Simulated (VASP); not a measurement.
A run of VASP 6.6.1 is set up as follows.

The input INCAR:

```
SYSTEM = Dy2Ti
  PREC = Accurate
  ENCUT = 500
  EDIFF = 1E-6
  ISMEAR = 0
  SIGMA = 0.2
  LREAL = .FALSE.
  LASPH = .TRUE.
  NELM = 200
  ALGO = Normal
  ISIF = 2
  LWAVE = .FALSE.
  LCHARG = .FALSE.
  GGA = PE
  NBANDS = 22
  GGA_COMPAT = .FALSE.
  LMAXMIX = 6
```

Contents of KPOINTS:

```
regular mesh
0
G
  5 5 6
  0 0 0
```

File POSCAR:

```
Dy2Ti
1.0
    5.2277777603      0.0000000000      0.0000000000
   -2.6138888802      4.5273883458      0.0000000000
    0.0000000000      0.0000000000      3.2011441891
Dy Ti
2 1
Direct
    0.3333333333      0.6666666667      0.0000000000
    0.6666666667      0.3333333333      0.0000000000
    0.0000000000      0.0000000000      0.5000000000
```

Potentials or basis: VASP PAW PBE potentials, release 64 (Dy_3, Ti_sv), 4f in core.

Command:

```bash
$ cat potpaw_PBE.64/Dy_3/POTCAR potpaw_PBE.64/Ti_sv/POTCAR > POTCAR
$ mpirun -np 1 vasp_std > vasp.out
```

**Question.** Predict the pressure.

**Answer.** 0.9 GPa.

**Question.** What does it give for the band gap on the k mesh?

**Answer.** Zero (bands 15 and 16 overlap by 0.99 eV).

Stress tensor (GPa, compression positive):
```
1.19 0.00 0.00
0.00 1.19 0.00
0.00 0.00 0.35
```

Caveat: spin-orbit coupling is left out, which moves the levels of the heavy elements; the 4f electrons are frozen in the core, so they carry no moment and show no levels. Spin polarisation is off, so any magnetic state and its effect on volume and gap are missing.
